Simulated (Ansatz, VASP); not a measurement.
**P: VASP beside Ansatz**

The input INCAR:

```
PREC = Accurate
ENCUT = 520
EDIFF = 1E-7
ISMEAR = -1
SIGMA = 0.05
LREAL = False
LASPH = True
NELM = 60
ALGO = Normal
ISIF = 2
LWAVE = False
LCHARG = True
LELF = True
LVHAR = True
NBANDS = 18
```

File KPOINTS:

```
regular mesh
0
Gamma
  8 1 6
```

POSCAR

```
P
1.0
    3.2616886149      0.0000000000      0.0000000000
    0.0000000000     34.6230841357      0.0000000000
    0.0000000000      0.0000000000      4.6009959564
P
4
Direct
    0.5000000000      0.9702614300      0.9078492800
    0.5000000000      0.0297385700      0.0921507200
    0.0000000000      0.0297385700      0.4078492800
    0.0000000000      0.9702614300      0.5921507200
```

Contents of input.yaml:

```yaml
crystal:
  lattice:
    - [3.2616886149, 0.0, 0.0]
    - [0.0, 34.6230841357, 0.0]
    - [0.0, 0.0, 4.6009959564]
  atoms:
    - { symbol: P, position: [0.5, 0.97026143, 0.90784928] }
    - { symbol: P, position: [0.5, 0.02973857, 0.09215072] }
    - { symbol: P, position: [0.0, 0.02973857, 0.40784928] }
    - { symbol: P, position: [0.0, 0.97026143, 0.59215072] }
hamiltonian:
  xc: lda
  pseudopotentials: { kind: paw }
kpoints:
  mp_grid: { grid: [8, 1, 6] }
scf:
  occupations: { method: fermi_dirac, width: 0.05 }
output:
  forces: true
  stress: true
  eigenvalues: true
  write_density: true
  write_potential: true
  elf: true
  volumetric_format: npy
```

Alike in both runs: task single point; functional LDA; k mesh 8 × 1 × 6; occupations fermi-dirac, width 0.05 eV; no spin polarisation.

```csv
,VASP,Ansatz
version,VASP 6.6.1,Ansatz 0.2.0
potentials or method,"VASP PAW LDA potentials, release 64 (P)",Ansatz PAW
plane-wave cutoff (eV),520,420
valence electrons in the cell,20,20
```

```csv
,VASP,Ansatz,Ansatz less VASP
gap on the k mesh at the Fermi level (eV),0.84,0.83,-0.012
least direct gap on the mesh (eV),0.84,0.83,-0.012
rms of the force components (eV/Å),0.148,0.171,+0.0233
```

LDA's correlation is that of Perdew and Zunger in VASP and of Perdew and Wang (1992) in Ansatz. Atom by atom the forces differ by 0.026 eV/Å (rms over components).
